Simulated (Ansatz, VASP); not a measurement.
**AlGa3N4 in VASP and in Ansatz**

INCAR

```
SYSTEM = AlGa3N4
PREC     = Accurate       ! precision mode
ENCUT    = 520            ! plane-wave cutoff, eV
EDIFF    = 1E-7           ! SCF threshold, eV
ISMEAR   = 0              ! smearing method
SIGMA    = 0.05           ! smearing width, eV
LREAL    = .FALSE.        ! projectors in reciprocal space
LASPH    = .TRUE.         ! aspherical terms in the spheres
NELM     = 100            ! most SCF steps
ALGO     = Normal         ! electronic algorithm
ISIF     = 2              ! what is computed and relaxed
LWAVE    = .FALSE.        ! write WAVECAR
LCHARG   = .FALSE.        ! write CHGCAR
GGA      = PS             ! functional
NBANDS   = 41             ! bands
```

File KPOINTS:

```
regular mesh
0
G
  6 8 6
  0 0 0
```

Contents of POSCAR:

```
AlGa3N4
1.0
    5.2966217354      0.0000000000      0.0001215027
    0.0000000000      3.2599343446      0.0000000000
   -0.0036932605      0.0000000000      5.4784941377
Al Ga N
1 3 4
Direct
    0.0006034227      0.5000000000      0.6673576245
    0.4991167030      0.5000000000      0.3349195796
    0.4990273845      0.0000000000      0.8315570005
    0.9998617813      0.0000000000      0.1661805284
    0.1196687538      0.5000000000      0.3400974154
    0.1176459792      0.0000000000      0.8263760592
    0.6204436392      0.0000000000      0.1662162869
    0.6312323464      0.5000000000      0.6672965055
```

Input for Ansatz:

```yaml
crystal:
  lattice:
    - [5.2966217354, 0.0, 0.0001215027]
    - [0.0, 3.2599343446, 0.0]
    - [-0.0036932605, 0.0, 5.4784941377]
  atoms:
    - { symbol: Al, position: [0.0006034227, 0.5, 0.6673576245] }
    - { symbol: Ga, position: [0.499116703, 0.5, 0.3349195796] }
    - { symbol: Ga, position: [0.4990273845, 0.0, 0.8315570005] }
    - { symbol: Ga, position: [0.9998617813, 0.0, 0.1661805284] }
    - { symbol: "N", position: [0.1196687538, 0.5, 0.3400974154] }
    - { symbol: "N", position: [0.1176459792, 0.0, 0.8263760592] }
    - { symbol: "N", position: [0.6204436392, 0.0, 0.1662162869] }
    - { symbol: "N", position: [0.6312323464, 0.5, 0.6672965055] }
basis:
  ecutwfc: 420
kpoints:
  mp_grid: { grid: [6, 8, 6] }
hamiltonian:
  xc: pbesol
scf:
  occupations: { method: gaussian, width: 0.05 }
output:
  forces: true
  stress: true
  eigenvalues: true
```

Change from the starting cell: strain +0.030 along x and y, +0.000 along z, atoms carried along.

Alike in both runs: task single point; functional PBEsol; k mesh 6 × 8 × 6; occupations gaussian, width 0.05 eV; no spin polarisation.

|  | VASP | Ansatz |
| --- | --- | --- |
| version | VASP 6.6.1 | Ansatz 0.2.0 |
| potentials or method | VASP PAW PBE potentials, release 64 (Al, Ga_d, N), cutoff 520 eV | scalar-relativistic, plane waves, PAW |
| valence electrons in the cell | 62 | 62 |

VASP gave:

| Item | Value |
| --- | --- |
| gap on the k mesh at the Fermi level (eV) | 1.89 |
| least direct gap on the mesh (eV) | 1.89 |
| pressure (GPa) | -10.0 |
| traceless stress, the component that is largest in VASP (GPa) | 5.65 |
| rms of the force components (eV/Å) | 0.133 |

Which values does Ansatz return?

gap on the k mesh at the Fermi level (eV): 1.88; least direct gap on the mesh (eV): 1.88; pressure (GPa): -9.9; traceless stress, the component that is largest in VASP (GPa): 5.64; rms of the force components (eV/Å): 0.134.

VASP's potentials were made for PBE, not for PBEsol. Atom by atom the forces differ by 0.003 eV/Å (rms over components). The functional is the same, so the differences come from potentials, cutoffs and numerics.
